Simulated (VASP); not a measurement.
A run of VASP 6.6.1:

Contents of POSCAR:

```
BN
1.0
    0.0000000000      1.8048254535      1.8048254535
    1.8048254535      0.0000000000      1.8048254535
    1.8048254535      1.8048254535      0.0000000000
B N
1 1
Direct
    0.0000000000      0.0000000000      0.0000000000
    0.2500000000      0.2500000000      0.2500000000
```

Contents of INCAR.step1:

```
SYSTEM = BN
  ALGO = Normal
  EDIFF = 1E-8
  ENCUT = 500
  GGA = CA
  ISMEAR = 0
  LASPH = .TRUE.
  LCHARG = .FALSE.
  LREAL = .FALSE.
  LWAVE = .TRUE.
  NELM = 100
  PREC = Accurate
  SIGMA = 0.01
```

File INCAR.step2:

```
SYSTEM = BN
  ALGO = Exact
  EDIFF = 1E-8
  ENCUT = 500
  GGA = CA
  ISMEAR = 0
  ISTART = 1
  LASPH = .TRUE.
  LCHARG = .FALSE.
  LOPTICS = .TRUE.
  LREAL = .FALSE.
  LWAVE = .TRUE.
  NBANDS = 94
  NELM = 1
  PREC = Accurate
  SIGMA = 0.01
```

INCAR.step3

```
SYSTEM = BN
  ALGO = EVGW0
  EDIFF = 1E-8
  ENCUT = 500
  ENCUTGW = 60.0
  GGA = CA
  ISMEAR = 0
  ISTART = 1
  LASPH = .TRUE.
  LCHARG = .FALSE.
  LREAL = .FALSE.
  LWAVE = .FALSE.
  NBANDS = 94
  NBANDSGW = 12
  NELMGW = 1
  NOMEGA = 48
  PREC = Accurate
  PRECFOCK = Fast
  SIGMA = 0.01
```

File KPOINTS:

```
k-points
0
G
  4 4 4
  0 0 0
```

Potentials or basis: VASP PAW LDA potentials, release 64 (B_GW, N_GW).

Run with:

```sh
$ cat potpaw_LDA.64/B_GW/POTCAR potpaw_LDA.64/N_GW/POTCAR > POTCAR
$ cp INCAR.step1 INCAR
$ mpirun -np 1 vasp_std > vasp.out
$ cp INCAR.step2 INCAR
$ mpirun -np 1 vasp_std > vasp.out
$ cp INCAR.step3 INCAR
$ mpirun -np 1 vasp_std > vasp.out
```

Hardware: 1 thread of Intel(R) Xeon(R) Platinum 8488C (Sapphire Rapids), with other jobs on the host.

Estimate the wall time of this run.

It took 13 s on 1 thread of Intel(R) Xeon(R) Platinum 8488C (Sapphire Rapids), on a shared host, peak memory 0.15 GiB. Counts: k points 8.
